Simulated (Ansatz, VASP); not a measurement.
# One calculation of Ti, two programs

INCAR

```
PREC = Accurate ; ENCUT = 520
EDIFF = 1E-7 ; ISMEAR = 0
SIGMA = 0.15 ; LREAL = False
LASPH = True ; NELM = 100
ALGO = Fast ; ISIF = 2
LWAVE = False ; LCHARG = False
GGA = PE ; NBANDS = 12
```

The input KPOINTS:

```
regular mesh
0
Gamma
  22 22 22
```

POSCAR

```
Ti
1.0
   -1.3762691371      1.3762691371      2.1549622148
    1.3762691371     -1.3762691371      2.1549622148
    1.3762691371      1.3762691371     -2.1549622148
Ti
1
Direct
    0.0000000000      0.0000000000      0.0000000000
```

Input for Ansatz:

```yaml
crystal:
  lattice:
    - [-1.3762691371, 1.3762691371, 2.1549622148]
    - [1.3762691371, -1.3762691371, 2.1549622148]
    - [1.3762691371, 1.3762691371, -2.1549622148]
  atoms:
    - { symbol: Ti, position: [0.0, 0.0, 0.0] }
basis:
  ecutwfc: 520.0
kpoints:
  mp_grid: { grid: [22, 22, 22] }
hamiltonian:
  xc: pbe
  pseudopotentials: { kind: paw, azcp: { folder: soft_1 } }
scf:
  occupations: { method: gaussian, width: 0.15 }
output:
  forces: true
  stress: true
  eigenvalues: true
```

Alike in both runs: task single point; functional PBE; k mesh 22 × 22 × 22; occupations gaussian, width 0.15 eV; no spin polarisation.

```csv
,VASP,Ansatz
version,VASP 6.6.1,Ansatz 0.2.0
potentials or method,"VASP PAW PBE potentials, release 64 (Ti_sv), cutoff 520 eV","scalar-relativistic, plane waves, PAW"
valence electrons in the cell,12,12
```

Ansatz gave:

```
gap on the k mesh at the Fermi level (eV)                     : none
pressure (GPa)                                                : 7.4
traceless stress, the component that is largest in VASP (GPa) : -1.96
```

Problem. Which values does VASP return?

Solution. gap on the k mesh at the Fermi level (eV): none; pressure (GPa): 7.0; traceless stress, the component that is largest in VASP (GPa): -2.01.

A gap of «none» marks a metal or a gap that the smearing closes.
